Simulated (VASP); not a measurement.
# Nb (Im-3m) in VASP: settings compared

Aim: see how the results for Nb move with the level of theory and the settings. Levels: PBE, r2SCAN. Tasks: single point.

Everything below comes from runs of VASP 6.6.1. Logs are shortened: lines on timing, memory, paths and dates and some standing lists are left out, and cuts for length are marked.

**1. The cell of the first run**

Symmetry: Im-3m, No. 229, cubic system. The conventional cell has a = 3.315 Å, b = 3.315 Å, c = 3.315 Å, α = 90.00°, β = 90.00°, γ = 90.00°. Nb (site symmetry m-3m) has 14 Nb at 2.87 to 3.32 Å within 3.8 Å.

**2. Single point, PBE (18.22 Å³/atom)**

Input file INCAR:

```
  PREC = Accurate
  ENCUT = 520
  EDIFF = 1E-6
  ISMEAR = 0
  SIGMA = 0.05
  LREAL = F
  LASPH = T
  NELM = 80
  ALGO = Fast
  ISIF = 2
  LWAVE = F
  LCHARG = F
  GGA = PE
  NBANDS = 12
```

Input file KPOINTS:

```
regular mesh
0
Gamma
  8 8 8
```

Input file POSCAR:

```
Nb
1.0
   -1.6576511182      1.6576511182      1.6576511182
    1.6576511182     -1.6576511182      1.6576511182
    1.6576511182      1.6576511182     -1.6576511182
Nb
1
Direct
    0.0000000000      0.0000000000      0.0000000000
```

Potentials or basis: VASP PAW PBE potentials, release 64 (Nb_sv).

Command:

```sh
cat potpaw_PBE.64/Nb_sv/POTCAR > POTCAR
mpirun -np 1 vasp_std > vasp.out
```

OUTCAR:

```text
PREC = Accurate
   ENCUT = 520
   EDIFF = 1E-6
   ISMEAR = 0
   LREAL = F
   LASPH = T
   NELM = 80
   ISIF = 2
   GGA = PE

 ion  position               nearest neighbor table
   1  0.000  0.000  0.000-

  LATTYP: Found a body centered cubic cell.
 ALAT       =     3.3153022364

  Lattice vectors:

 A1 = (  -1.6576511182,   1.6576511182,   1.6576511182)
 A2 = (   1.6576511182,  -1.6576511182,   1.6576511182)
 A3 = (   1.6576511182,   1.6576511182,  -1.6576511182)

Analysis of symmetry for initial positions (statically):
=====================================================================
 Subroutine PRICEL returns:
 Original cell was already a primitive cell.

 Routine SETGRP: Setting up the symmetry group for a
 body centered cubic supercell.

 Subroutine GETGRP returns: Found 48 space group operations
 (whereof 48 operations were pure point group operations)
 out of a pool of 48 trial point group operations.

The static configuration has the point symmetry O_h .

Analysis of symmetry for dynamics (positions and initial velocities):
=====================================================================
 Subroutine PRICEL returns:
 Original cell was already a primitive cell.

 Routine SETGRP: Setting up the symmetry group for a
 body centered cubic supercell.

 Subroutine GETGRP returns: Found 48 space group operations
 (whereof 48 operations were pure point group operations)
 out of a pool of 48 trial point group operations.

The dynamic configuration has the point symmetry O_h .

 Subroutine INISYM returns: Found 48 space group operations
 (whereof 48 operations are pure point group operations),
 and found     1 'primitive' translations

----------------------------------------------------------------------------------------

                                     Primitive cell

  volume of cell :      18.2196

  direct lattice vectors                    reciprocal lattice vectors
    -1.657651118  1.657651118  1.657651118     0.000000000  0.301631625  0.301631625
     1.657651118 -1.657651118  1.657651118     0.301631625  0.000000000  0.301631625
     1.657651118  1.657651118 -1.657651118     0.301631625  0.301631625  0.000000000

  length of vectors
     2.871135958  2.871135958  2.871135958     0.426571535  0.426571535  0.426571535

  position of ions in fractional coordinates (direct lattice)
     0.000000000  0.000000000  0.000000000

[... 82 lines left out ...]
   ISYM   =      2    0-nonsym 1-usesym 2-fastsym
   POTIM  = 0.5000    time-step for ionic-motion
   TEBEG  =    0.0;   TEEND  =   0.0 temperature during run
   PSTRESS=    0.0 pullay stress
   NELECT =      13.0000    total number of electrons
   NUPDOWN=      -1.0000    fix difference up-down
   EMIN   =  10.00;   EMAX   =-10.00  energy-range for DOS
   EFERMI =   0.00;   METHOD = LEGACY
   ISMEAR =     0;   SIGMA  =   0.05  broadening in eV -4-tet -1-fermi 0-gaus
   EFERMI_NEDOS =   21; number of points for ismear=-14 and -15
   IALGO  =     68    algorithm
   IMIX   =      4    mixing-type and parameters
     AMIX     =   0.40;   BMIX     =  1.00
     AMIX_MAG =   1.60;   BMIX_MAG =  1.00
  volume/ion in A,a.u.               =      18.22       122.95
  Fermi-wavevector in a.u.,A,eV,Ry     =   1.462883  2.764447 29.116816  2.140026
  Thomas-Fermi vector in A             =   2.579043
   LORBIT       =      0    0 simple, 1 ext, 2 COOP (PROOUT), +10 PAW based schemes
   GGA     = PE    functional components
   LHFCALC =     F    Hartree Fock is set to
   AEXX    =    0.0000 exact exchange contribution
   IVDW    =     0    specifies the selected vdW correction
   LEPSILON=     F    determine dielectric tensor
   LRPA    =     F    only Hartree local field effects (RPA)
 non-spin polarized calculation
 RMM-DIIS sequential band-by-band and
 Gauss-broadening in eV      SIGMA  =   0.05
  energy-cutoff  :      520.00
  volume of cell :       18.22
 maximum number of plane-waves:       496
 NGX is ok and might be reduce to    24
   NGX = 11   NGY = 11   NGZ = 11

 number of electron      12.9999999 magnetization

 Free energy of the ion-electron system (eV)
  ---------------------------------------------------
  ext. energy  EPLUGINS =         0.00000000
  ---------------------------------------------------
  free energy    TOTEN  =       -10.24304700 eV

  energy without entropy =      -10.24112778  energy(sigma->0) =      -10.24208739

 E-fermi :  10.8504     XC(G=0): -12.4453

 val. band max:       10.8149111181   @ k =  -0.2500   0.2500   0.1250
 cond. band min:      10.9072880500   @ k =   0.2500   0.0000   0.0000
 fundamental gap:      0.0923769319
 Fermi energy:        10.8504020768

 k-point     1 :       0.0000    0.0000    0.0000
  band No.  band energies     occupation
      1     -43.3961      2.00000
      2     -18.7151      2.00000
      3     -18.7151      2.00000
      4     -18.7151      2.00000
      5       5.0925      2.00000
      6      11.3715      0.00000
      7      11.3715      0.00000
      8      11.3715      0.00000
      9      14.2437      0.00000
     10      14.2437      0.00000
     11      25.2073      0.00000
     12      25.2073      0.00000
[... 331 lines left out ...]
 k-point    24 :      -0.3750    0.3750    0.2500
  band No.  band energies     occupation
      1     -43.1105      2.00000
      2     -19.6847      2.00000
      3     -19.3112      2.00000
      4     -19.1947      2.00000
      5       8.6666      2.00000
      6       9.1753      2.00000
      7      11.9590      0.00000
      8      12.7018      0.00000
      9      15.4119      0.00000
     10      16.7448      0.00000
     11      24.6431      0.00000
     12      26.4820      0.00000

 [... further k-points ...]

------------------------ aborting loop because EDIFF is reached ----------------------------------------

  FORCE on cell =-STRESS in cart. coord.  units (eV):
  Direction    XX          YY          ZZ          XY          YZ          ZX
  --------------------------------------------------------------------------------------
  -------------------------------------------------------------------------------------
  Total       -0.0790690     -0.0790690     -0.0790690     -0.0000000     -0.0000000      0.0000000
  in kB       -6.9530819     -6.9530819     -6.9530819     -0.0000000     -0.0000000      0.0000000
  external PRESSURE =      -6.9530819 kB  Pullay stress =       0.0000000 kB

 VOLUME and BASIS-vectors are now :
 -----------------------------------------------------------------------------
  energy-cutoff  :      520.00
  volume of cell :       18.22
      direct lattice vectors                 reciprocal lattice vectors
    -1.657651118  1.657651118  1.657651118     0.000000000  0.301631625  0.301631625
     1.657651118 -1.657651118  1.657651118     0.301631625  0.000000000  0.301631625
     1.657651118  1.657651118 -1.657651118     0.301631625  0.301631625  0.000000000

 POSITION                                       TOTAL-FORCE (eV/Angst)
 -----------------------------------------------------------------------------------
      0.00000      0.00000      0.00000         0.000000     -0.000000     -0.000000
 -----------------------------------------------------------------------------------
    total drift:                                0.000000      0.000000     -0.000000

  FREE ENERGIE OF THE ION-ELECTRON SYSTEM (eV)
  ---------------------------------------------------
  free  energy   TOTEN  =       -10.2430469986 eV

  energy  without entropy=      -10.2411277769  energy(sigma->0) =      -10.24208739
```

stdout:

```text
POSCAR found type information on POSCAR Nb
 POSCAR found :  1 types and       1 ions
 scaLAPACK will be used
 LDA part: xc-table for (Slater+PW92), standard interpolation
 POSCAR, INCAR and KPOINTS ok, starting setup
 FFT: planning ... GRIDC
 FFT: planning ... GRID_SOFT
 FFT: planning ... GRID
 WAVECAR not read
 entering main loop
WARNING in EDDRMM: call to ZHEGV failed, returncode =   6  3      8
WARNING in EDDRMM: call to ZHEGV failed, returncode =   6  3     10
```

It took 18 s on 1 thread of Intel Xeon 8259CL, shared host; peak memory 0.14 GiB.

What came out:

- Free energy: -10.2430 eV
- Pressure: -0.7 GPa
- Band gap on the k mesh: zero (an odd number of electrons rules out a gap without spin polarisation)

**3. Single point, r2SCAN (18.02 Å³/atom)**

This run uses another cell than the first one, of 18.02 Å³/atom.

Input file POSCAR:

```
Nb
1.0
   -1.6514837807      1.6514837807      1.6514837807
    1.6514837807     -1.6514837807      1.6514837807
    1.6514837807      1.6514837807     -1.6514837807
Nb
1
Direct
    0.0000000000      0.0000000000      0.0000000000
```

Input file INCAR.step1:

```
PREC     = Accurate       # precision mode
ENCUT    = 520            # plane-wave cutoff, eV
ISMEAR   = 0              # smearing method
SIGMA    = 0.05           # smearing width, eV
LREAL    = F              # projectors in reciprocal space
LASPH    = T              # aspherical terms in the spheres
NELM     = 100            # most SCF steps
NBANDS   = 12             # bands
GGA      = PE             # functional
ALGO     = Normal         # electronic algorithm
EDIFF    = 1E-4           # SCF threshold, eV
LWAVE    = T              # write WAVECAR
LCHARG   = F              # write CHGCAR
```

Input file INCAR.step2:

```
PREC     = Accurate       # precision mode
ENCUT    = 520            # plane-wave cutoff, eV
EDIFF    = 1E-7           # SCF threshold, eV
ISMEAR   = 0              # smearing method
SIGMA    = 0.05           # smearing width, eV
LREAL    = F              # projectors in reciprocal space
LASPH    = T              # aspherical terms in the spheres
NELM     = 100            # most SCF steps
ALGO     = Normal         # electronic algorithm
ISIF     = 2              # what is computed and relaxed
LWAVE    = F              # write WAVECAR
LCHARG   = T              # write CHGCAR
METAGGA  = R2SCAN         # meta-GGA
LMIXTAU  = T            
LELF     = T              # ELF
LVHAR    = T            
NBANDS   = 12             # bands
ISTART   = 1
```

Input file KPOINTS:

```
Automatic mesh
0
Gamma
  18 18 18
```

Potentials or basis: VASP PAW PBE potentials, release 64 (Nb_sv).

Command:

```sh
cat potpaw_PBE.64/Nb_sv/POTCAR > POTCAR
cp INCAR.step1 INCAR
mpirun -np 1 vasp_std > vasp.out
cp INCAR.step2 INCAR
mpirun -np 1 vasp_std > vasp.out
```

Wall time 3.1 min (1 thread of Intel Xeon 8259CL, shared host); peak memory 0.17 GiB.

The run converged. Its results:

```
Free energy            : -24.8434 eV
Pressure               : 0.0 GPa
Band gap on the k mesh : zero (an odd number of electrons rules out a gap without spin polarisation)
```

Levels at points of the mesh, in eV from the Fermi level:
```tsv
k point	band 2	band 3	band 4	band 5	band 6	band 7	band 8	band 9	band 10	band 11
(0.00, 0.00, 0.00)	-30.67	-30.67	-30.67	-6.26	0.47	0.47	0.47	3.60	3.60	14.91
(0.50, 0.00, 0.00)	-32.11	-31.12	-30.68	-3.87	-1.68	2.28	3.61	4.34	6.68	12.19
(0.50, 0.50, 0.50)	-31.65	-31.65	-31.65	-3.86	-3.86	5.89	5.89	5.89	9.55	9.55
```

Caveat: the PAW data sets were made with another functional, which shifts forces and pressure a little.

**4. Single point, r2SCAN (18.04 Å³/atom)**

This run uses another cell than the first one, of 18.04 Å³/atom.

Input file POSCAR:

```
Nb
1.0
   -1.6521519819      1.6521519819      1.6521519819
    1.6521519819     -1.6521519819      1.6521519819
    1.6521519819      1.6521519819     -1.6521519819
Nb
1
Direct
    0.0000000000      0.0000000000      0.0000000000
```

Input file INCAR.step1:

```
PREC = Accurate
ENCUT = 520
ISMEAR = 0
SIGMA = 0.05
LREAL = False
LASPH = True
NELM = 60
NBANDS = 12
GGA = PE
ALGO = Normal
EDIFF = 1E-4
LWAVE = True
LCHARG = False
```

Input file INCAR.step2:

```
PREC = Accurate
ENCUT = 520
EDIFF = 1E-6
ISMEAR = 0
SIGMA = 0.05
LREAL = False
LASPH = True
NELM = 60
ALGO = Normal
ISIF = 2
LWAVE = False
LCHARG = True
METAGGA = R2SCAN
LMIXTAU = True
LELF = True
LVHAR = True
NBANDS = 12
ISTART = 1
```

Input file KPOINTS:

```
regular mesh
0
Gamma
  18 18 18
```

Command:

```sh
cat potpaw_PBE.64/Nb_sv/POTCAR > POTCAR
cp INCAR.step1 INCAR
mpirun -np 1 vasp_std > vasp.out
cp INCAR.step2 INCAR
mpirun -np 1 vasp_std > vasp.out
```

Wall time 2.4 min (1 thread of Intel Xeon 8259CL, shared host); peak memory 0.17 GiB.

Results (log left out):

* Free energy: -24.8434 eV
* Pressure: -0.2 GPa
* Band gap on the k mesh: zero (an odd number of electrons rules out a gap without spin polarisation)

Levels at points of the mesh, in eV from the Fermi level:
```tsv
k point	band 4	band 5	band 6	band 7	band 8	band 9
(0.00, 0.00, 0.00)	-30.67	-6.25	0.47	0.47	0.47	3.59
(0.50, 0.00, 0.00)	-30.69	-3.87	-1.68	2.27	3.61	4.33
(0.50, 0.50, 0.50)	-31.65	-3.85	-3.85	5.88	5.88	5.88
```

Caveat: the PAW data sets were made with another functional, which shifts forces and pressure a little.

**5. Single point, r2SCAN**

Input file POSCAR:

```
Nb
1.0
   -1.6576511182      1.6576511182      1.6576511182
    1.6576511182     -1.6576511182      1.6576511182
    1.6576511182      1.6576511182     -1.6576511182
Nb
1
Direct
    0.0000000000      0.0000000000      0.0000000000
```

Input file INCAR.step1:

```
SYSTEM = Nb
PREC = Accurate ; ENCUT = 520
ISMEAR = 0 ; SIGMA = 0.05
LREAL = .FALSE. ; LASPH = .TRUE.
NELM = 100 ; NBANDS = 12
GGA = PE ; ALGO = Normal
EDIFF = 1E-4 ; LWAVE = .TRUE.
LCHARG = .FALSE.
```

Input file INCAR.step2:

```
SYSTEM = Nb
PREC = Accurate ; ENCUT = 520
EDIFF = 1E-6 ; ISMEAR = 0
SIGMA = 0.05 ; LREAL = .FALSE.
LASPH = .TRUE. ; NELM = 100
ALGO = Normal ; ISIF = 2
LWAVE = .FALSE. ; LCHARG = .FALSE.
METAGGA = R2SCAN ; LMIXTAU = .TRUE.
NBANDS = 12 ; ISTART = 1
```

Input file KPOINTS:

```
Automatic mesh
0
G
  18 18 18
  0 0 0
```

Command:

```sh
cat potpaw_PBE.64/Nb_sv/POTCAR > POTCAR
cp INCAR.step1 INCAR
mpirun -np 1 vasp_std > vasp.out
cp INCAR.step2 INCAR
mpirun -np 1 vasp_std > vasp.out
```

Wall time 3.1 min (1 thread of Intel Xeon 8259CL, shared host); peak memory 0.17 GiB.

Results (log left out):

```
Free energy            : -24.8423 eV
Pressure               : -1.8 GPa
Band gap on the k mesh : zero (an odd number of electrons rules out a gap without spin polarisation)
```

Levels at points of the mesh, in eV from the Fermi level:
```
           k point  band 4  band 5  band 6  band 7  band 8  band 9
(0.00, 0.00, 0.00)  -30.71   -6.24    0.48    0.48    0.48    3.56
(0.50, 0.00, 0.00)  -30.72   -3.83   -1.65    2.22    3.57    4.29
(0.50, 0.50, 0.50)  -31.66   -3.79   -3.79    5.81    5.81    5.81
```

Caveat: the PAW data sets were made with another functional, which shifts forces and pressure a little.

**6. Overview**

```csv
level,cell,k mesh,gap on the mesh (eV),pressure (GPa)
PBE,"a = 2.871 Å, angles 109.5°, 1 atom",8 × 8 × 8,none,-0.7
r2SCAN,"a = 2.860 Å, angles 109.5°, 1 atom",18 × 18 × 18,none,0.0
r2SCAN,"a = 2.862 Å, angles 109.5°, 1 atom",18 × 18 × 18,none,-0.2
r2SCAN,"a = 2.871 Å, angles 109.5°, 1 atom",18 × 18 × 18,none,-1.8
```

Alike in all rows: task single point; potentials or basis VASP PAW PBE potentials, release 64 (Nb_sv); no spin polarisation; cutoff (eV) 520; smearing gaussian 0.05 eV.

Caveats: the PAW data sets were made with another functional, which shifts forces and pressure a little (at least some runs).

Absolute energies hang on the potentials; compare differences alone.
